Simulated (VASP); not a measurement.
# KTaO3 (P4/mmm) in VASP: notebook, part 2 of 2

VASP 6.6.1. Earlier steps stand in the parts before.

## 3. Single point, PBEsol (13.34 Å³/atom)

INCAR reads:

```
SYSTEM = KTaO3
  PREC = Accurate
  ENCUT = 520
  EDIFF = 1E-7
  ISMEAR = 0
  SIGMA = 0.05
  LREAL = .FALSE.
  LASPH = .TRUE.
  NELM = 60
  ALGO = Normal
  ISIF = 2
  LWAVE = .FALSE.
  LCHARG = .TRUE.
  GGA = PS
  LELF = .TRUE.
  LVHAR = .TRUE.
  NBANDS = 27
```

KPOINTS reads:

```
regular mesh
0
G
  8 8 8
  0 0 0
```

POSCAR reads:

```
KTaO3
1.0
    4.0010203929      0.0000000000      0.0000000000
    0.0000000000      4.0010203929      0.0000000000
    0.0000000000      0.0000000000      4.1650622290
K Ta O
1 1 3
Direct
    0.5000000000      0.5000000000      0.5000000000
    0.0000000000      0.0000000000      0.0000000000
    0.5000000000      0.0000000000      0.0000000000
    0.0000000000      0.5000000000      0.0000000000
    0.0000000000      0.0000000000      0.5000000000
```

Potentials or basis: VASP PAW PBE potentials, release 64 (K_sv, Ta_pv, O).

Run with:

```bash
$ cat potpaw_PBE.64/K_sv/POTCAR potpaw_PBE.64/Ta_pv/POTCAR potpaw_PBE.64/O/POTCAR > POTCAR
$ mpirun -np 1 vasp_std > vasp.out
```

OUTCAR:

```text
SYSTEM = KTaO3
   PREC = Accurate
   ENCUT = 520
   EDIFF = 1E-7
   ISMEAR = 0
   LREAL = .FALSE.
   LASPH = .TRUE.
   NELM = 60
   ISIF = 2
   GGA = PS

 ion  position               nearest neighbor table
   1  0.500  0.500  0.500-   5 2.83   5 2.83   5 2.83   5 2.83   4 2.89   3 2.89   4 2.89   3 2.89
                             4 2.89   3 2.89   4 2.89   3 2.89   2 3.51   2 3.51   2 3.51   2 3.51
   2  0.000  0.000  0.000-   3 2.00   4 2.00   4 2.00   3 2.00   5 2.08   5 2.08   1 3.51   1 3.51
                             1 3.51   1 3.51   1 3.51   1 3.51   1 3.51   1 3.51
   3  0.500  0.000  0.000-   2 2.00   2 2.00   1 2.89   1 2.89   1 2.89   1 2.89
   4  0.000  0.500  0.000-   2 2.00   2 2.00   1 2.89   1 2.89   1 2.89   1 2.89
   5  0.000  0.000  0.500-   2 2.08   2 2.08   1 2.83   1 2.83   1 2.83   1 2.83

  LATTYP: Found a simple tetragonal cell.
 ALAT       =     4.0010203929
 C/A-ratio  =     1.0410000000

  Lattice vectors:

 A1 = (   4.0010203929,   0.0000000000,   0.0000000000)
 A2 = (   0.0000000000,   4.0010203929,   0.0000000000)
 A3 = (   0.0000000000,   0.0000000000,   4.1650622290)

Analysis of symmetry for initial positions (statically):
=====================================================================
 Subroutine PRICEL returns:
 Original cell was already a primitive cell.

 Routine SETGRP: Setting up the symmetry group for a
 simple tetragonal supercell.

 Subroutine GETGRP returns: Found 16 space group operations
 (whereof 16 operations were pure point group operations)
 out of a pool of 16 trial point group operations.

The static configuration has the point symmetry D_4h.

Analysis of symmetry for dynamics (positions and initial velocities):
=====================================================================
 Subroutine PRICEL returns:
 Original cell was already a primitive cell.

[... 132 lines left out ...]
     AMIX     =   0.40;   BMIX     =  1.00
     AMIX_MAG =   1.60;   BMIX_MAG =  1.00
  volume/ion in A,a.u.               =      13.34        89.99
  Fermi-wavevector in a.u.,A,eV,Ry     =   1.357318  2.564960 25.066188  1.842313
  Thomas-Fermi vector in A             =   2.484247
   LORBIT       =      0    0 simple, 1 ext, 2 COOP (PROOUT), +10 PAW based schemes
   GGA     = PS    functional components
   LHFCALC =     F    Hartree Fock is set to
   AEXX    =    0.0000 exact exchange contribution
   IVDW    =     0    specifies the selected vdW correction
   LEPSILON=     F    determine dielectric tensor
   LRPA    =     F    only Hartree local field effects (RPA)
 non-spin polarized calculation
 Gauss-broadening in eV      SIGMA  =   0.05
  energy-cutoff  :      520.00
  volume of cell :       66.68
 maximum number of plane-waves:      1816
 NGX is ok and might be reduce to    30
   NGX = 15   NGY = 15   NGZ = 15

 number of electron      37.9999985 magnetization

 Free energy of the ion-electron system (eV)
  ---------------------------------------------------
  ext. energy  EPLUGINS =         0.00000000
  ---------------------------------------------------
  free energy    TOTEN  =       -42.76828429 eV

  energy without entropy =      -42.76828429  energy(sigma->0) =      -42.76828429

 E-fermi :   1.6091     XC(G=0): -10.8779

 val. band max:        1.3548240372   @ k =   0.5000   0.5000   0.5000
 cond. band min:       3.2929798455   @ k =   0.0000   0.0000   0.0000
 fundamental gap:      1.9381558082
 Fermi energy:         1.6091173190

 k-point     1 :       0.0000    0.0000    0.0000
  band No.  band energies     occupation
      1     -32.9715      2.00000
      2     -32.9715      2.00000
      3     -32.9273      2.00000
      4     -25.8245      2.00000
      5     -16.0638      2.00000
      6     -15.4611      2.00000
[... 709 lines left out ...]
     26      11.0236      0.00000
     27      11.9650      0.00000

 [... further k-points ...]

------------------------ aborting loop because EDIFF is reached ----------------------------------------

  FORCE on cell =-STRESS in cart. coord.  units (eV):
  Direction    XX          YY          ZZ          XY          YZ          ZX
  --------------------------------------------------------------------------------------
  -------------------------------------------------------------------------------------
  Total       -1.8291184     -1.8291184     -6.6826884      0.0000000      0.0000000      0.0000000
  in kB      -43.9530853    -43.9530853   -160.5827050      0.0000000      0.0000000      0.0000000
  external PRESSURE =     -82.8296252 kB  Pullay stress =       0.0000000 kB

 VOLUME and BASIS-vectors are now :
 -----------------------------------------------------------------------------
  energy-cutoff  :      520.00
  volume of cell :       66.68
      direct lattice vectors                 reciprocal lattice vectors
     4.001020393  0.000000000  0.000000000     0.249936242  0.000000000  0.000000000
     0.000000000  4.001020393  0.000000000     0.000000000  0.249936242  0.000000000
     0.000000000  0.000000000  4.165062229     0.000000000  0.000000000  0.240092451

 POSITION                                       TOTAL-FORCE (eV/Angst)
 -----------------------------------------------------------------------------------
      2.00051      2.00051      2.08253         0.000000      0.000000      0.000000
      0.00000      0.00000      0.00000         0.000000      0.000000      0.000000
      2.00051      0.00000      0.00000         0.000000      0.000000      0.000000
      0.00000      2.00051      0.00000         0.000000      0.000000      0.000000
      0.00000      0.00000      2.08253         0.000000      0.000000      0.000000
 -----------------------------------------------------------------------------------
    total drift:                                0.000000     -0.000000      0.000000

  FREE ENERGIE OF THE ION-ELECTRON SYSTEM (eV)
  ---------------------------------------------------
  free  energy   TOTEN  =       -42.7682842853 eV

  energy  without entropy=      -42.7682842853  energy(sigma->0) =      -42.76828429
```

Run time: 68 s. Hardware: 1 thread of AMD EPYC 9R45 (Zen 5), shared host; peak memory 0.23 GiB.

Results:

- Free energy: -42.7683 eV
- Pressure: -8.3 GPa
- Band gap on the k mesh: 1.94 eV (least direct gap 2.54 eV)

Stress tensor (GPa, compression positive):
```
 -4.40   0.00   0.00
  0.00  -4.40   0.00
  0.00   0.00 -16.06
```

Levels at points of the mesh, in eV from the valence-band top:
| k point | band 17 | band 18 | band 19 | band 20 | band 21 | band 22 |
| --- | --- | --- | --- | --- | --- | --- |
| (0.00, 0.00, 0.00) | -0.68 | -0.60 | -0.60 | 1.94 | 1.94 | 1.99 |
| (0.50, 0.00, 0.00) | -1.38 | -0.89 | -0.78 | 2.09 | 4.80 | 4.80 |
| (0.50, 0.50, 0.00) | -1.15 | -1.15 | -0.09 | 4.84 | 4.84 | 6.12 |
| (0.00, 0.00, 0.50) | -1.53 | -0.93 | -0.93 | 2.10 | 4.33 | 4.33 |
| (0.50, 0.00, 0.50) | -1.57 | -1.55 | -0.06 | 4.37 | 4.82 | 5.78 |
| (0.50, 0.50, 0.50) | -0.07 | 0.00 | 0.00 | 5.90 | 5.90 | 6.22 |

Caveat: the cell stands under tension; the PAW data sets were made with another functional, which shifts forces and pressure a little; spin-orbit coupling is left out, which moves the levels of the heavy elements. A k mesh can miss the band edges.

## 4. Single point, PBEsol (12.32 Å³/atom)

This run uses another cell than the first one, of 12.32 Å³/atom.

INCAR reads:

```
SYSTEM = KTaO3
ALGO = Normal ; EDIFF = 1E-7
ENCUT = 520 ; GGA = PS
ISIF = 2 ; ISMEAR = 0
LASPH = .True. ; LCHARG = .True.
LELF = .True. ; LREAL = .False.
LVHAR = .True. ; LWAVE = .False.
NBANDS = 27 ; NELM = 80
PREC = Accurate ; SIGMA = 0.05
```

KPOINTS reads:

```
k-points
0
Gamma
  8 8 8
  0 0 0
```

Changes to POSCAR since step 3:

```diff
@@ -2,5 +2,5 @@
 1.0
-    4.0010203929      0.0000000000      0.0000000000
-    0.0000000000      4.0010203929      0.0000000000
-    0.0000000000      0.0000000000      4.1650622290
+    4.0028520849      0.0000000000      0.0000000000
+    0.0000000000      4.0028520849      0.0000000000
+    0.0000000000      0.0000000000      3.8451397127
 K Ta O
```

Run with:

```bash
$ cat potpaw_PBE.64/K_sv/POTCAR potpaw_PBE.64/Ta_pv/POTCAR potpaw_PBE.64/O/POTCAR > POTCAR
$ mpirun -np 1 vasp_std > vasp.out
```

Run time: 49 s. Hardware: 1 thread of Intel Xeon 6975P-C (Granite Rapids), shared host; peak memory 0.25 GiB.

It converged, with:

* Free energy: -42.7882 eV
* Pressure: 7.4 GPa
* Band gap on the k mesh: 2.07 eV (least direct gap 2.66 eV)

Stress tensor (GPa, compression positive):
```
 1.33  0.00  0.00
 0.00  1.33  0.00
 0.00  0.00 19.50
```

Levels at points of the mesh, in eV from the valence-band top:
```csv
k point,band 17,band 18,band 19,band 20,band 21,band 22
"(0.00, 0.00, 0.00)",-0.64,-0.64,-0.59,2.07,2.13,2.13
"(0.50, 0.00, 0.00)",-1.65,-0.94,-0.83,2.29,4.97,4.97
"(0.50, 0.50, 0.00)",-1.80,-1.59,-0.06,5.01,5.01,6.27
"(0.00, 0.00, 0.50)",-1.59,-0.84,-0.84,2.29,5.53,5.53
"(0.50, 0.00, 0.50)",-1.40,-1.36,-0.09,5.03,5.56,6.69
"(0.50, 0.50, 0.50)",-0.04,-0.04,0.00,6.45,6.84,6.84
```

Caveat: the cell stands under pressure; the PAW data sets were made with another functional, which shifts forces and pressure a little; spin-orbit coupling is left out, which moves the levels of the heavy elements. A k mesh can miss the band edges.

## 5. Overview

| cell | gap on the mesh (eV) | pressure (GPa) |
| --- | --- | --- |
| a = 4.110, b = 4.110, c = 3.948 Å, 5 atoms | 1.91 | -8.3 |
| a = 4.001, b = 4.001, c = 4.165 Å, 5 atoms | 1.94 | -8.3 |
| a = 4.003, b = 4.003, c = 3.845 Å, 5 atoms | 2.07 | 7.4 |

Alike in all rows: task single point; level PBEsol; potentials or basis VASP PAW PBE potentials, release 64 (K_sv, Ta_pv, O); no spin polarisation; k mesh 8 × 8 × 8; cutoff (eV) 520; smearing gaussian 0.05 eV.

Caveats: the PAW data sets were made with another functional, which shifts forces and pressure a little; spin-orbit coupling is left out, which moves the levels of the heavy elements; the cell stands under tension (at least some runs); the cell stands under pressure (at least some runs).

Absolute energies hang on the potentials; compare differences alone.
